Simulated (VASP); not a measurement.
# MnS (Pm-3m) in VASP: notebook

MnS is run at these levels: LDA+U; tasks: single point.

Everything below comes from runs of VASP 6.6.1. Logs are shortened: lines on timing, memory, paths and dates and some standing lists are left out, and cuts for length are marked.

## Step 1: The cell of the first run

The structure is cubic, space group Pm-3m (No. 221). Conventional cell: a = 3.099 Å, b = 3.099 Å, c = 3.099 Å, α = 90.00°, β = 90.00°, γ = 90.00°. Mn (site symmetry m-3m) has 8 S at 2.68 Å and 6 Mn at 3.10 Å within 3.5 Å. Within 3.5 Å of S (site symmetry m-3m) lie 8 Mn at 2.68 Å and 6 S at 3.10 Å.

## Step 2: Single point, LDA+U, collinear spin, ferromagnetic start

File INCAR:

```
SYSTEM = MnS
ALGO = Normal
EDIFF = 1E-6
ENCUT = 520
ISIF = 2
ISMEAR = -1
ISPIN = 2
LASPH = .TRUE.
LCHARG = .FALSE.
LDAU = .TRUE.
LDAUJ = 0 0
LDAUL = 2 -1
LDAUPRINT = 1
LDAUTYPE = 2
LDAUU = 2 0
LMAXMIX = 4
LORBIT = 11
LREAL = .FALSE.
LWAVE = .FALSE.
MAGMOM = 4 0
NBANDS = 20
NELM = 150
PREC = Accurate
SIGMA = 0.1
```

File KPOINTS:

```
k-points
0
G
  7 7 7
  0 0 0
```

File POSCAR:

```
MnS
1.0
    3.0990400000      0.0000000000      0.0000000000
    0.0000000000      3.0990400000      0.0000000000
    0.0000000000      0.0000000000      3.0990400000
Mn S
1 1
Direct
    0.5000000000      0.5000000000      0.5000000000
    0.0000000000      0.0000000000      0.0000000000
```

Potentials or basis: VASP PAW LDA potentials, release 64 (Mn_pv, S).

Launch:

```
$ cat potpaw_LDA.64/Mn_pv/POTCAR potpaw_LDA.64/S/POTCAR > POTCAR
$ mpirun -np 1 vasp_std > vasp.out
```

OUTCAR:

```text
SYSTEM = MnS
   EDIFF = 1E-6
   ENCUT = 520
   ISIF = 2
   ISMEAR = -1
   ISPIN = 2
   LASPH = .TRUE.
   LORBIT = 11
   LREAL = .FALSE.
   NELM = 150
   PREC = Accurate

 ion  position               nearest neighbor table
   1  0.500  0.500  0.500-   2 2.68   2 2.68   2 2.68   2 2.68   2 2.68   2 2.68   2 2.68   2 2.68

   2  0.000  0.000  0.000-   1 2.68   1 2.68   1 2.68   1 2.68   1 2.68   1 2.68   1 2.68   1 2.68

  LATTYP: Found a simple cubic cell.
 ALAT       =     3.0990400000

  Lattice vectors:

 A1 = (   3.0990400000,   0.0000000000,   0.0000000000)
 A2 = (   0.0000000000,   3.0990400000,   0.0000000000)
 A3 = (   0.0000000000,   0.0000000000,   3.0990400000)

Analysis of symmetry for initial positions (statically):
=====================================================================
 Subroutine PRICEL returns:
 Original cell was already a primitive cell.

 Routine SETGRP: Setting up the symmetry group for a
 simple cubic supercell.

 Subroutine GETGRP returns: Found 48 space group operations
 (whereof 48 operations were pure point group operations)
 out of a pool of 48 trial point group operations.

The static configuration has the point symmetry O_h .

Analysis of symmetry for dynamics (positions and initial velocities):
=====================================================================
 Subroutine PRICEL returns:
 Original cell was already a primitive cell.

 Routine SETGRP: Setting up the symmetry group for a
 simple cubic supercell.

 Subroutine GETGRP returns: Found 48 space group operations
 (whereof 48 operations were pure point group operations)
 out of a pool of 48 trial point group operations.

The dynamic configuration has the point symmetry O_h .

Analysis of structural, dynamic, and magnetic symmetry:
=====================================================================
 Subroutine PRICEL returns:
 Original cell was already a primitive cell.

 Routine SETGRP: Setting up the symmetry group for a
 simple cubic supercell.

 Subroutine GETGRP returns: Found 48 space group operations
 (whereof 48 operations were pure point group operations)
 out of a pool of 48 trial point group operations.

The overall configuration has the point symmetry O_h .

 Subroutine INISYM returns: Found 48 space group operations
 (whereof 48 operations are pure point group operations),
 and found     1 'primitive' translations

----------------------------------------------------------------------------------------

                                     Primitive cell

  volume of cell :      29.7633

  direct lattice vectors                    reciprocal lattice vectors
     3.099040000  0.000000000  0.000000000     0.322680572  0.000000000  0.000000000
     0.000000000  3.099040000  0.000000000     0.000000000  0.322680572  0.000000000
     0.000000000  0.000000000  3.099040000     0.000000000  0.000000000  0.322680572

  length of vectors
     3.099040000  3.099040000  3.099040000     0.322680572  0.322680572  0.322680572

  position of ions in fractional coordinates (direct lattice)
     0.500000000  0.500000000  0.500000000
     0.000000000  0.000000000  0.000000000

  ion indices of the primitive-cell ions
   primitive index   ion index
                 1           1
                 2           2

----------------------------------------------------------------------------------------

 KPOINTS: k-points

Automatic generation of k-mesh.
 Grid dimensions read from file:
 generate k-points for:    7    7    7

 Generating k-lattice:

[... 63 lines left out ...]
   ISYM   =      2    0-nonsym 1-usesym 2-fastsym
   POTIM  = 0.5000    time-step for ionic-motion
   TEBEG  =    0.0;   TEEND  =   0.0 temperature during run
   PSTRESS=    0.0 pullay stress
   NELECT =      19.0000    total number of electrons
   NUPDOWN=      -1.0000    fix difference up-down
   EMIN   =  10.00;   EMAX   =-10.00  energy-range for DOS
   EFERMI =   0.00;   METHOD = LEGACY
   ISMEAR =    -1;   SIGMA  =   0.10  broadening in eV -4-tet -1-fermi 0-gaus
   EFERMI_NEDOS =   21; number of points for ismear=-14 and -15
   IALGO  =     38    algorithm
   IMIX   =      4    mixing-type and parameters
     AMIX     =   0.40;   BMIX     =  1.00
     AMIX_MAG =   1.60;   BMIX_MAG =  1.00
  volume/ion in A,a.u.               =      14.88       100.43
  Fermi-wavevector in a.u.,A,eV,Ry     =   1.409610  2.663776 27.034766  1.986999
  Thomas-Fermi vector in A             =   2.531648
   LORBIT       =     11    0 simple, 1 ext, 2 COOP (PROOUT), +10 PAW based schemes
 LDA+U is selected, type is set to LDAUTYPE =  2
   angular momentum for each species LDAUL =     2   -1
   U (eV)           for each species LDAUU =   2.0  0.0
   J (eV)           for each species LDAUJ =   0.0  0.0
   GGA     = CA    functional components
   LHFCALC =     F    Hartree Fock is set to
   AEXX    =    0.0000 exact exchange contribution
   IVDW    =     0    specifies the selected vdW correction
   LEPSILON=     F    determine dielectric tensor
   LRPA    =     F    only Hartree local field effects (RPA)
 spin polarized calculation
  energy-cutoff  :      520.00
  volume of cell :       29.76
 maximum number of plane-waves:       812
 NGX is ok and might be reduce to    24
   NGX = 11   NGY = 11   NGZ = 11

atom =   1  type =  1  l = 2

 onsite density matrix

spin component  1

  0.9108  0.0000 -0.0000 -0.0000 -0.0000
  0.0000  0.9108 -0.0000 -0.0000 -0.0000
 -0.0000 -0.0000  0.9040 -0.0000 -0.0000
 -0.0000 -0.0000 -0.0000  0.9108  0.0000
 -0.0000 -0.0000 -0.0000  0.0000  0.9040

spin component  2

  0.0870  0.0000 -0.0000  0.0000  0.0000
  0.0000  0.0870 -0.0000  0.0000  0.0000
 -0.0000 -0.0000  0.1144 -0.0000  0.0000
  0.0000  0.0000 -0.0000  0.0870 -0.0000
  0.0000  0.0000  0.0000 -0.0000  0.1144

 occupancies and eigenvectors

  o =  0.0870  v =  0.0000  0.0000  0.0000  0.0000  0.0000  0.0350  0.0618  0.0000 -0.9975 -0.0000      0.0000  0.0000  0.0000  0.0000  0.0000  0.0000  0.0000  0.0000  0.0000  0.0000
  o =  0.0870  v =  0.0000  0.0000  0.0000  0.0000  0.0000 -0.0094  0.9981  0.0000  0.0615 -0.0000      0.0000  0.0000  0.0000  0.0000  0.0000  0.0000  0.0000  0.0000  0.0000  0.0000
  o =  0.0870  v =  0.0000  0.0000  0.0000  0.0000  0.0000  0.9993  0.0073  0.0000  0.0355 -0.0000      0.0000  0.0000  0.0000  0.0000  0.0000  0.0000  0.0000  0.0000  0.0000  0.0000
  o =  0.1144  v =  0.0000  0.0000  0.0000  0.0000  0.0000 -0.0000 -0.0000  0.1910  0.0000 -0.9816      0.0000  0.0000  0.0000  0.0000  0.0000  0.0000  0.0000  0.0000  0.0000  0.0000
  o =  0.1144  v =  0.0000  0.0000  0.0000  0.0000  0.0000  0.0000  0.0000 -0.9816 -0.0000 -0.1910      0.0000  0.0000  0.0000  0.0000  0.0000  0.0000  0.0000  0.0000  0.0000  0.0000
  o =  0.9040  v =  0.0000  0.0000  0.9961 -0.0000  0.0879  0.0000  0.0000  0.0000  0.0000  0.0000      0.0000  0.0000  0.0000  0.0000  0.0000  0.0000  0.0000  0.0000  0.0000  0.0000
  o =  0.9040  v =  0.0000  0.0000  0.0879  0.0000 -0.9961  0.0000  0.0000  0.0000  0.0000  0.0000      0.0000  0.0000  0.0000  0.0000  0.0000  0.0000  0.0000  0.0000  0.0000  0.0000
  o =  0.9108  v =  1.0000  0.0000  0.0000  0.0000  0.0000  0.0000  0.0000  0.0000  0.0000  0.0000      0.0000  0.0000  0.0000  0.0000  0.0000  0.0000  0.0000  0.0000  0.0000  0.0000
  o =  0.9108  v =  0.0000  0.0425  0.0000  0.9991  0.0000  0.0000  0.0000  0.0000  0.0000  0.0000      0.0000  0.0000  0.0000  0.0000  0.0000  0.0000  0.0000  0.0000  0.0000  0.0000
  o =  0.9108  v =  0.0000 -0.9991  0.0000  0.0425 -0.0000  0.0000  0.0000  0.0000  0.0000  0.0000      0.0000  0.0000  0.0000  0.0000  0.0000  0.0000  0.0000  0.0000  0.0000  0.0000

 number of electron      18.9999976 magnetization       4.3284561

 Free energy of the ion-electron system (eV)
  ---------------------------------------------------
  ext. energy  EPLUGINS =         0.00000000
  ---------------------------------------------------
  free energy    TOTEN  =       -13.34913486 eV

  energy without entropy =      -13.29045066  energy(sigma->0) =      -13.31979276

 E-fermi :   8.4203     XC(G=0): -11.9212

 val. band max:        8.3423135212   @ k =   0.2857   0.1429   0.0000
 cond. band min:       8.4483485409   @ k =   0.4286   0.4286   0.0000
 fundamental gap:      0.1060350197
 Fermi energy:         8.4203138612

 spin component 1

 k-point     1 :       0.0000    0.0000    0.0000
  band No.  band energies     occupation
      1     -41.4522      1.00000
      2     -41.4522      1.00000
      3     -41.4522      1.00000
      4      -7.0093      1.00000
      5       3.8236      1.00000
      6       3.8236      1.00000
[... 436 lines left out ...]
      6       1.8117      1.00000
[... 12 lines left out ...]
     19      27.4951      0.00000
     20      30.3048      0.00000
 Fermi energy:         8.4203138612

 spin component 2

 k-point     1 :       0.0000    0.0000    0.0000
  band No.  band energies     occupation
      1     -37.4386      1.00000
      2     -37.4386      1.00000
      3     -37.4386      1.00000
      4      -6.7969      1.00000
      5       6.8623      1.00000
      6       6.8623      1.00000
[... 449 lines left out ...]
     19      28.3577      0.00000
     20      30.9067      0.00000

------------------------ aborting loop because EDIFF is reached ----------------------------------------

  FORCE on cell =-STRESS in cart. coord.  units (eV):
  Direction    XX          YY          ZZ          XY          YZ          ZX
  --------------------------------------------------------------------------------------
  -------------------------------------------------------------------------------------
  Total       -0.1319118     -0.1319118     -0.1319118      0.0000000      0.0000000      0.0000000
  in kB       -7.1008888     -7.1008888     -7.1008888      0.0000000      0.0000000      0.0000000
  external PRESSURE =      -7.1008888 kB  Pullay stress =       0.0000000 kB

 VOLUME and BASIS-vectors are now :
 -----------------------------------------------------------------------------
  energy-cutoff  :      520.00
  volume of cell :       29.76
      direct lattice vectors                 reciprocal lattice vectors
     3.099040000  0.000000000  0.000000000     0.322680572  0.000000000  0.000000000
     0.000000000  3.099040000  0.000000000     0.000000000  0.322680572  0.000000000
     0.000000000  0.000000000  3.099040000     0.000000000  0.000000000  0.322680572

 POSITION                                       TOTAL-FORCE (eV/Angst)
 -----------------------------------------------------------------------------------
      1.54952      1.54952      1.54952         0.000000      0.000000      0.000000
      0.00000      0.00000      0.00000         0.000000      0.000000      0.000000
 -----------------------------------------------------------------------------------
    total drift:                                0.000000      0.000000     -0.000000

  FREE ENERGIE OF THE ION-ELECTRON SYSTEM (eV)
  ---------------------------------------------------
  free  energy   TOTEN  =       -13.3491348591 eV

  energy  without entropy=      -13.2904506615  energy(sigma->0) =      -13.31979276

 total charge

# of ion       s       p       d       tot
------------------------------------------
    1        0.223   6.174   5.009  11.406
    2        1.363   2.334   0.000   3.697
--------------------------------------------------
tot          1.585   8.509   5.009  15.103

 magnetization (x)

# of ion       s       p       d       tot
------------------------------------------
    1        0.013   0.031   4.042   4.086
    2        0.026  -0.006   0.000   0.020
--------------------------------------------------
tot          0.039   0.025   4.042   4.106
```

Wall time 6.8 s (1 thread of Intel Xeon 6975P-C (Granite Rapids), shared host); peak memory 0.14 GiB.

What came out:

* Free energy: -13.3491 eV
* Pressure: -0.7 GPa
* Net moment: 4.33 μB per cell
* Site moments: Mn +4.09; S +0.02 μB
* Valence electrons inside the program's atomic spheres: Mn 11.41; S 3.70

Levels at points of the mesh, in eV from the Fermi level:
Spin up:
```
           k point  band 8  band 9  band 10  band 11  band 12  band 13  band 14  band 15  band 16  band 17
(0.00, 0.00, 0.00)   -3.15   -3.15    -1.75    -1.75    -1.75     1.69     6.58     6.58    15.08    15.08
```
Spin down:
```tsv
k point	band 3	band 4	band 5	band 6	band 7	band 8	band 9	band 10	band 11	band 12
(0.00, 0.00, 0.00)	-45.86	-15.22	-1.56	-1.56	-1.56	-0.71	-0.71	1.93	1.93	1.93
```

Eigenvalues of the final occupation matrices:
```
    site  spin  trace               eigenvalues
site 1 d     1   4.54  0.90 0.90 0.91 0.91 0.91
site 1 d     2   0.49  0.09 0.09 0.09 0.11 0.11
```

Caveat: a cell with one magnetic atom can't hold antiferromagnetic order, which such compounds often take. The state reached can hang on the start; a lower one may exist.

(Part 1 of 2 ends here.)
